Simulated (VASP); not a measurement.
# MnO (Fm-3m) in VASP: a series of runs

MnO is run at these levels: RPBE+D4, RPBE+D3(BJ); tasks: single point.

All numbers are computed with VASP 6.6.1; they aren't measurements. Logs are shortened: lines on timing, memory, paths and dates and some standing lists are left out, and cuts for length are marked.

### 1 The cell of the first run

The structure is cubic, space group Fm-3m (No. 225). The conventional cell has a = 4.418 Å, b = 4.418 Å, c = 4.418 Å, α = 90.00°, β = 90.00°, γ = 90.00°. Mn (site symmetry m-3m) has 6 O at 2.21 Å within 2.9 Å. O (site symmetry m-3m) has 6 Mn at 2.21 Å within 2.9 Å.

### 2 Single point, RPBE+D4, collinear spin, ferromagnetic start

INCAR

```
SYSTEM = MnO
ALGO = Normal
EDIFF = 1E-6
ENCUT = 520
GGA = RP
ISIF = 2
ISMEAR = -1
ISPIN = 2
IVDW = 13
LASPH = .TRUE.
LCHARG = .FALSE.
LMAXMIX = 4
LORBIT = 11
LREAL = .FALSE.
LWAVE = .FALSE.
MAGMOM = 4 0
NBANDS = 20
NELM = 150
PREC = Accurate
SIGMA = 0.05
```

KPOINTS

```
k-points
0
G
  10 10 10
  0 0 0
```

POSCAR

```
MnO
1.0
    0.0000000000      2.2089816980      2.2089816980
    2.2089816980      0.0000000000      2.2089816980
    2.2089816980      2.2089816980      0.0000000000
Mn O
1 1
Direct
    0.0000000000      0.0000000000      0.0000000000
    0.5000000000      0.5000000000      0.5000000000
```

Potentials or basis: VASP PAW PBE potentials, release 64 (Mn_pv, O).

Launch:

```console
> cat potpaw_PBE.64/Mn_pv/POTCAR potpaw_PBE.64/O/POTCAR > POTCAR
> mpirun -np 1 vasp_std > vasp.out
```

OUTCAR:

```text
SYSTEM = MnO
   EDIFF = 1E-6
   ENCUT = 520
   GGA = RP
   ISIF = 2
   ISMEAR = -1
   ISPIN = 2
   IVDW = 13
   LASPH = .TRUE.
   LORBIT = 11
   LREAL = .FALSE.
   NELM = 150
   PREC = Accurate

 ion  position               nearest neighbor table
   1  0.000  0.000  0.000-   2 2.21   2 2.21   2 2.21   2 2.21   2 2.21   2 2.21
   2  0.500  0.500  0.500-   1 2.21   1 2.21   1 2.21   1 2.21   1 2.21   1 2.21

  LATTYP: Found a face centered cubic cell.
 ALAT       =     4.4179633960

  Lattice vectors:

 A1 = (   0.0000000000,   2.2089816980,   2.2089816980)
 A2 = (   2.2089816980,   0.0000000000,   2.2089816980)
 A3 = (   2.2089816980,   2.2089816980,   0.0000000000)

Analysis of symmetry for initial positions (statically):
=====================================================================
 Subroutine PRICEL returns:
 Original cell was already a primitive cell.

 Routine SETGRP: Setting up the symmetry group for a
 face centered cubic supercell.

 Subroutine GETGRP returns: Found 48 space group operations
 (whereof 48 operations were pure point group operations)
 out of a pool of 48 trial point group operations.

The static configuration has the point symmetry O_h .

Analysis of symmetry for dynamics (positions and initial velocities):
=====================================================================
 Subroutine PRICEL returns:
 Original cell was already a primitive cell.

 Routine SETGRP: Setting up the symmetry group for a
 face centered cubic supercell.

 Subroutine GETGRP returns: Found 48 space group operations
 (whereof 48 operations were pure point group operations)
 out of a pool of 48 trial point group operations.

The dynamic configuration has the point symmetry O_h .

Analysis of structural, dynamic, and magnetic symmetry:
=====================================================================
 Subroutine PRICEL returns:
 Original cell was already a primitive cell.

 Routine SETGRP: Setting up the symmetry group for a
 face centered cubic supercell.

 Subroutine GETGRP returns: Found 48 space group operations
 (whereof 48 operations were pure point group operations)
 out of a pool of 48 trial point group operations.

The overall configuration has the point symmetry O_h .

 Subroutine INISYM returns: Found 48 space group operations
 (whereof 48 operations are pure point group operations),
 and found     1 'primitive' translations

----------------------------------------------------------------------------------------

                                     Primitive cell

  volume of cell :      21.5579

  direct lattice vectors                    reciprocal lattice vectors
     0.000000000  2.208981698  2.208981698    -0.226348639  0.226348639  0.226348639
     2.208981698  0.000000000  2.208981698     0.226348639 -0.226348639  0.226348639
     2.208981698  2.208981698  0.000000000     0.226348639  0.226348639 -0.226348639

  length of vectors
     3.123971876  3.123971876  3.123971876     0.392047342  0.392047342  0.392047342

  position of ions in fractional coordinates (direct lattice)
     0.000000000  0.000000000  0.000000000
     0.500000000  0.500000000  0.500000000

  ion indices of the primitive-cell ions
   primitive index   ion index
                 1           1
                 2           2

----------------------------------------------------------------------------------------

 KPOINTS: k-points

Automatic generation of k-mesh.
 Grid dimensions read from file:
 generate k-points for:   10   10   10

 Generating k-lattice:

  Cartesian coordinates                     Fractional coordinates (reciprocal lattice)
    -0.022634864  0.022634864  0.022634864     0.100000000  0.000000000  0.000000000
     0.022634864 -0.022634864  0.022634864     0.000000000  0.100000000  0.000000000
     0.022634864  0.022634864 -0.022634864     0.000000000  0.000000000  0.100000000

  Length of vectors
     0.039204734  0.039204734  0.039204734

  Shift w.r.t. Gamma in fractional coordinates (k-lattice)
     0.000000000  0.000000000  0.000000000

 Subroutine IBZKPT returns following result:
 ===========================================

 Found     47 irreducible k-points:

 Following reciprocal coordinates:
            Coordinates               Weight
  0.000000  0.000000  0.000000      1.000000
  0.100000  0.000000  0.000000      8.000000
  0.200000  0.000000  0.000000      8.000000
  0.300000  0.000000  0.000000      8.000000
  0.400000  0.000000  0.000000      8.000000
  0.500000  0.000000  0.000000      4.000000
[... 16 lines left out ...]
  0.300000  0.300000  0.000000      6.000000
  0.400000  0.300000  0.000000     24.000000
 [... further k-points ...]
   k-points           NKPTS =     47   k-points in BZ     NKDIM =     47   number of bands    NBANDS=     20
   number of dos      NEDOS =    301   number of ions     NIONS =      2
   total plane-waves  NPLWV =  13824
   dimension x,y,z NGX =    24 NGY =   24 NGZ =   24
   dimension x,y,z NGXF=    48 NGYF=   48 NGZF=   48
   ions per type =               1   1
   NGX,Y,Z   is equivalent  to a cutoff of  12.77, 12.77, 12.77 a.u.
   NGXF,Y,Z  is equivalent  to a cutoff of  25.54, 25.54, 25.54 a.u.
 SYSTEM =  MnO
   PREC   = accura    normal or accurate (medium, high low for compatibility)
   ISTART =      0    job   : 0-new  1-cont  2-samecut
   ICHARG =      2    charge: 1-file 2-atom 10-const
   ISPIN  =      2    spin polarized calculation?
   LNONCOLLINEAR =      F non collinear calculations
   LSORBIT =      F    spin-orbit coupling
   LASPH  =      T    aspherical Exc in radial PAW
   ENCUT  =  520.0 eV  38.22 Ry    6.18 a.u.   5.81  5.81  5.81*2*pi/ulx,y,z
   NELM   =    150;   NELMIN=  2; NELMDL= -5     # of ELM steps
   EDIFF  = 0.1E-05   stopping-criterion for ELM
   LREAL  =      F    real-space projection
   EDIFFG = 0.1E-04   stopping-criterion for IOM
   NSW    =      0    number of steps for IOM
   IBRION =     -1    ionic relax: 0-MD 1-quasi-New 2-CG
   NFREE  =      0    steps in history (QN), initial steepest desc. (CG)
   ISIF   =      2    stress and relaxation
   ISYM   =      2    0-nonsym 1-usesym 2-fastsym
   POTIM  = 0.5000    time-step for ionic-motion
   TEBEG  =    0.0;   TEEND  =   0.0 temperature during run
   PSTRESS=    0.0 pullay stress
   NELECT =      19.0000    total number of electrons
   NUPDOWN=      -1.0000    fix difference up-down
   EMIN   =  10.00;   EMAX   =-10.00  energy-range for DOS
   EFERMI =   0.00;   METHOD = LEGACY
   ISMEAR =    -1;   SIGMA  =   0.05  broadening in eV -4-tet -1-fermi 0-gaus
   EFERMI_NEDOS =   21; number of points for ismear=-14 and -15
   IALGO  =     38    algorithm
   IMIX   =      4    mixing-type and parameters
     AMIX     =   0.40;   BMIX     =  1.00
     AMIX_MAG =   1.60;   BMIX_MAG =  1.00
  volume/ion in A,a.u.               =      10.78        72.74
  Fermi-wavevector in a.u.,A,eV,Ry     =   1.569606  2.966125 33.520159  2.463662
  Thomas-Fermi vector in A             =   2.671463
   LORBIT       =     11    0 simple, 1 ext, 2 COOP (PROOUT), +10 PAW based schemes
   GGA     = RP    functional components
   LHFCALC =     F    Hartree Fock is set to
   AEXX    =    0.0000 exact exchange contribution
   IVDW    =    13    specifies the selected vdW correction
   LEPSILON=     F    determine dielectric tensor
   LRPA    =     F    only Hartree local field effects (RPA)
 spin polarized calculation
  energy-cutoff  :      520.00
  volume of cell :       21.56
 maximum number of plane-waves:       589
   NGX = 11   NGY = 11   NGZ = 11

 number of electron      18.9999996 magnetization       4.7973450

 Free energy of the ion-electron system (eV)
  ---------------------------------------------------
  ext. energy  EPLUGINS =         0.00000000
  ---------------------------------------------------
  free energy    TOTEN  =       -15.68666972 eV

  energy without entropy =      -15.68002978  energy(sigma->0) =      -15.68334975

 E-fermi :   7.9672     XC(G=0): -11.7582

 val. band max:        7.9511333509   @ k =   0.5000   0.1000   0.0000
 cond. band min:       7.9715166125   @ k =   0.4000   0.0000   0.0000
 fundamental gap:      0.0203832616
 Fermi energy:         7.9671677368

 spin component 1

 k-point     1 :       0.0000    0.0000    0.0000
  band No.  band energies     occupation
      1     -42.5263      1.00000
      2     -42.5263      1.00000
      3     -42.5263      1.00000
      4     -12.5602      1.00000
      5       4.1285      1.00000
      6       4.1285      1.00000
[... 12 lines left out ...]
     19      28.0801      0.00000
     20      28.0801      0.00000

 k-point     2 :       0.1000    0.0000    0.0000
  band No.  band energies     occupation
      1     -42.5329      1.00000
      2     -42.5271      1.00000
      3     -42.5271      1.00000
      4     -12.4733      1.00000
      5       3.2429      1.00000
      6       3.5689      1.00000
[... 12 lines left out ...]
     19      27.3533      0.00000
     20      29.1410      0.00000

 k-point     3 :       0.2000    0.0000    0.0000
  band No.  band energies     occupation
      1     -42.5500      1.00000
      2     -42.5293      1.00000
      3     -42.5293      1.00000
      4     -12.2364      1.00000
      5       1.8933      1.00000
      6       2.8219      1.00000
[... 12 lines left out ...]
     19      27.2256      0.00000
     20      31.3261      0.00000

 k-point     4 :       0.3000    0.0000    0.0000
  band No.  band energies     occupation
      1     -42.5711      1.00000
      2     -42.5321      1.00000
      3     -42.5321      1.00000
      4     -11.9236      1.00000
      5       0.6750      1.00000
      6       2.2248      1.00000
[... 429 lines left out ...]
 k-point    23 :       0.3000    0.3000    0.0000
  band No.  band energies     occupation
      1     -42.5674      1.00000
      2     -42.5427      1.00000
      3     -42.5427      1.00000
      4     -11.8615      1.00000
      5       0.7486      1.00000
      6       3.0856      1.00000
[... 12 lines left out ...]
     19      33.4434      0.00000
     20      33.5490      0.00000

 k-point    24 :       0.4000    0.3000    0.0000
  band No.  band energies     occupation
      1     -42.5764      1.00000
      2     -42.5475      1.00000
      3     -42.5455      1.00000
      4     -11.7164      1.00000
      5       0.6530      1.00000
      6       2.5732      1.00000
[... 12 lines left out ...]
     19      33.0172      0.00000
     20      34.7039      0.00000

 [... further k-points ...]

 spin component 2

 k-point     1 :       0.0000    0.0000    0.0000
  band No.  band energies     occupation
      1     -37.7922      1.00000
      2     -37.7922      1.00000
      3     -37.7922      1.00000
      4     -12.1119      1.00000
      5       4.5146      1.00000
      6       4.5146      1.00000
[... 12 lines left out ...]
     19      30.6370      0.00000
     20      30.6370      0.00000

 k-point     2 :       0.1000    0.0000    0.0000
  band No.  band energies     occupation
      1     -37.8006      1.00000
      2     -37.7932      1.00000
      3     -37.7932      1.00000
      4     -12.0280      1.00000
      5       3.9151      1.00000
      6       4.3197      1.00000
[... 12 lines left out ...]
     19      29.4451      0.00000
     20      31.3983      0.00000

 k-point     3 :       0.2000    0.0000    0.0000
  band No.  band energies     occupation
      1     -37.8224      1.00000
      2     -37.7958      1.00000
      3     -37.7958      1.00000
      4     -11.7998      1.00000
      5       2.7278      1.00000
      6       3.8816      1.00000
[... 12 lines left out ...]
     19      28.9222      0.00000
     20      33.1620      0.00000

 k-point     4 :       0.3000    0.0000    0.0000
  band No.  band energies     occupation
      1     -37.8492      1.00000
      2     -37.7990      1.00000
      3     -37.7990      1.00000
      4     -11.5001      1.00000
      5       1.5795      1.00000
      6       3.4334      1.00000
[... 429 lines left out ...]
 k-point    23 :       0.3000    0.3000    0.0000
  band No.  band energies     occupation
      1     -37.8436      1.00000
      2     -37.8124      1.00000
      3     -37.8124      1.00000
      4     -11.4340      1.00000
      5       1.6283      1.00000
      6       3.7307      1.00000
[... 12 lines left out ...]
     19      34.3692      0.00000
     20      34.6605      0.00000

 k-point    24 :       0.4000    0.3000    0.0000
  band No.  band energies     occupation
      1     -37.8548      1.00000
      2     -37.8183      1.00000
      3     -37.8158      1.00000
      4     -11.2922      1.00000
      5       1.4559      1.00000
      6       3.3703      1.00000
[... 12 lines left out ...]
     19      34.0697      0.00000
     20      35.7966      0.00000

 [... further k-points ...]

------------------------ aborting loop because EDIFF is reached ----------------------------------------

  DFT-D4 for vdW energy calculation

  Edisp (eV):   -1.35870

  FORCE on cell =-STRESS in cart. coord.  units (eV):
  Direction    XX          YY          ZZ          XY          YZ          ZX
  --------------------------------------------------------------------------------------
  -------------------------------------------------------------------------------------
  Total       0.23921     0.23921     0.23921     0.00000     0.00000    -0.00000
  in kB      17.77770    17.77770    17.77770     0.00000     0.00000    -0.00000
  external pressure =       17.78 kB  Pullay stress =        0.00 kB

 VOLUME and BASIS-vectors are now :
 -----------------------------------------------------------------------------
  energy-cutoff  :      520.00
  volume of cell :       21.56
      direct lattice vectors                 reciprocal lattice vectors
     0.000000000  2.208981698  2.208981698    -0.226348639  0.226348639  0.226348639
     2.208981698  0.000000000  2.208981698     0.226348639 -0.226348639  0.226348639
     2.208981698  2.208981698  0.000000000     0.226348639  0.226348639 -0.226348639

 POSITION                                       TOTAL-FORCE (eV/Angst)
 -----------------------------------------------------------------------------------
      0.00000      0.00000      0.00000        -0.000000      0.000000      0.000000
      2.20898      2.20898      2.20898         0.000000     -0.000000     -0.000000
 -----------------------------------------------------------------------------------
    total drift:                                0.000000     -0.000000     -0.000000

  FREE ENERGIE OF THE ION-ELECTRON SYSTEM (eV)
  ---------------------------------------------------
  free  energy   TOTEN  =       -17.0453732371 eV

  energy  without entropy=      -17.0387333054  energy(sigma->0) =      -17.04205327

 total charge

# of ion       s       p       d       tot
------------------------------------------
    1        0.202   6.181   4.980  11.363
    2        1.566   3.437   0.000   5.003
--------------------------------------------------
tot          1.768   9.617   4.980  16.365

 magnetization (x)

# of ion       s       p       d       tot
------------------------------------------
    1        0.033   0.028   4.297   4.358
    2        0.030   0.172   0.000   0.202
--------------------------------------------------
tot          0.064   0.200   4.297   4.560
```

Wall time 22 s (1 thread of Intel Xeon 6975P-C (Granite Rapids), shared host); peak memory 0.16 GiB.

What came out:

```yaml
Free_energy: -17.0454 eV
Pressure: 1.8 GPa
Net_moment: 4.80 μB per cell
Site_moments: Mn +4.36; O +0.20 μB
Valence_electrons_inside_the_program's_atomic_spheres: Mn 11.36; O 5.00
Dispersion_energy_per_atom: -0.679 eV
```

Caveat: the PAW data sets were made with another functional, which shifts forces and pressure a little; a cell with one magnetic atom can't hold antiferromagnetic order, which such compounds often take; semilocal functionals often make such compounds metallic where correlation or magnetic order opens a gap, which also shifts bond lengths; pairwise dispersion overbinds metals, which lowers pressure and volume. With open d or f shells a metallic result of RPBE can be an artefact of self-interaction; +U or a hybrid may open a gap.

### 3 Single point, RPBE+D3(BJ), collinear spin, ferromagnetic start

This run uses another cell than the first one, of 11.04 Å³/atom, 1.025 times its volume.

INCAR

```
PREC = Accurate
ENCUT = 520
EDIFF = 1E-6
ISMEAR = -1
SIGMA = 0.05
LREAL = F
LASPH = T
NELM = 150
ALGO = Normal
ISIF = 2
LWAVE = F
LCHARG = T
ISPIN = 2
MAGMOM = 4 0
LORBIT = 11
LMAXMIX = 4
GGA = RP
IVDW = 12
LELF = T
LVHAR = T
NBANDS = 20
```

KPOINTS

```
Automatic mesh
0
Gamma
  10 10 10
```

POSCAR

```
MnO
1.0
    0.0000000000      2.2269146973      2.2269146973
    2.2269146973      0.0000000000      2.2269146973
    2.2269146973      2.2269146973      0.0000000000
Mn O
1 1
Direct
    0.0000000000      0.0000000000      0.0000000000
    0.5000000000      0.5000000000      0.5000000000
```

Potentials or basis: VASP PAW PBE potentials, release 64 (Mn_pv, O).

Launch:

```console
> cat potpaw_PBE.64/Mn_pv/POTCAR potpaw_PBE.64/O/POTCAR > POTCAR
> mpirun -np 1 vasp_std > vasp.out
```

Wall time 20 s (1 thread of Intel Xeon 6975P-C (Granite Rapids), shared host); peak memory 0.17 GiB.

It converged, with:

```
Free energy                                           : -18.5354 eV
Pressure                                              : 0.2 GPa
Net moment                                            : 4.83 μB per cell
Site moments                                          : Mn +4.38; O +0.20 μB
Valence electrons inside the program's atomic spheres : Mn 11.34; O 4.99
Dispersion energy per atom                            : -1.412 eV
```

Levels at points of the mesh, in eV from the Fermi level:
Spin up:
| k point | band 9 | band 10 | band 11 | band 12 | band 13 | band 14 | band 15 | band 16 |
| --- | --- | --- | --- | --- | --- | --- | --- | --- |
| (0.00, 0.00, 0.00) | -3.25 | -3.25 | -2.72 | -2.72 | -0.52 | 13.97 | 16.32 | 16.32 |
| (0.50, 0.00, 0.00) | -2.37 | -1.92 | 0.17 | 0.17 | 3.50 | 7.76 | 11.91 | 11.91 |
| (0.50, 0.50, 0.00) | -2.31 | -2.11 | -2.11 | -1.98 | 5.04 | 7.85 | 10.38 | 13.68 |
Spin down:
| k point | band 3 | band 4 | band 5 | band 6 | band 7 | band 8 | band 9 | band 10 | band 11 | band 12 |
| --- | --- | --- | --- | --- | --- | --- | --- | --- | --- | --- |
| (0.00, 0.00, 0.00) | -45.71 | -19.84 | -3.31 | -3.31 | -3.31 | 0.90 | 0.90 | 0.90 | 0.92 | 1.51 |
| (0.50, 0.00, 0.00) | -45.72 | -18.91 | -7.25 | -4.76 | -4.76 | 2.06 | 2.11 | 2.11 | 3.73 | 3.73 |
| (0.50, 0.50, 0.00) | -45.73 | -18.94 | -6.33 | -4.27 | -4.27 | -0.65 | 2.08 | 2.27 | 2.54 | 2.54 |

Caveat: the PAW data sets were made with another functional, which shifts forces and pressure a little; a cell with one magnetic atom can't hold antiferromagnetic order, which such compounds often take; semilocal functionals often make such compounds metallic where correlation or magnetic order opens a gap, which also shifts bond lengths; pairwise dispersion overbinds metals, which lowers pressure and volume. With open d or f shells a metallic result of RPBE can be an artefact of self-interaction; +U or a hybrid may open a gap.
